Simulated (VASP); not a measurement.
## GaF: single point with PBE

Crystal: GaF.

```
Ga F
1.0
     0.00000    2.57696    2.57696
     2.57696    0.00000    2.57696
     2.57696    2.57696    0.00000
Ga F
1 1
Direct
  0.25000 0.25000 0.25000
  0.00000 0.00000 0.00000
```

```yaml
Program: VASP 6.6.1
Task: single point
Functional: PBE
Potentials_or_basis: VASP PAW PBE potentials, release 64 (Ga_d, F)
Cutoff: 600 eV
k_mesh: 9 × 9 × 9
Occupations: gaussian, width 0.02 eV
Spin: no spin polarisation
Dipole_correction: no
Further_INCAR_settings: ALGO = Normal; EDIFF = 1e-06; NBANDS = 17
```

| Quantity | Value |
| --- | --- |
| Pressure | 14.5 GPa |
| Band gap on the k mesh | 1.01 eV, direct |

Levels at points of the mesh, in eV from the valence-band top:
| k point | band 6 | band 7 | band 8 | band 9 | band 10 | band 11 | band 12 | band 13 | band 14 | band 15 |
| --- | --- | --- | --- | --- | --- | --- | --- | --- | --- | --- |
| (0.00, 0.00, 0.00) | -14.39 | -5.57 | -5.57 | -5.57 | -5.38 | 6.68 | 6.68 | 6.68 | 11.26 | 14.02 |

It took 49 s on 1 thread of AMD EPYC 7R13, with other jobs on the host, peak memory 0.15 GiB.

A k mesh can miss the band edges. PBE gaps usually lie below the measured ones, often by a third to a half.
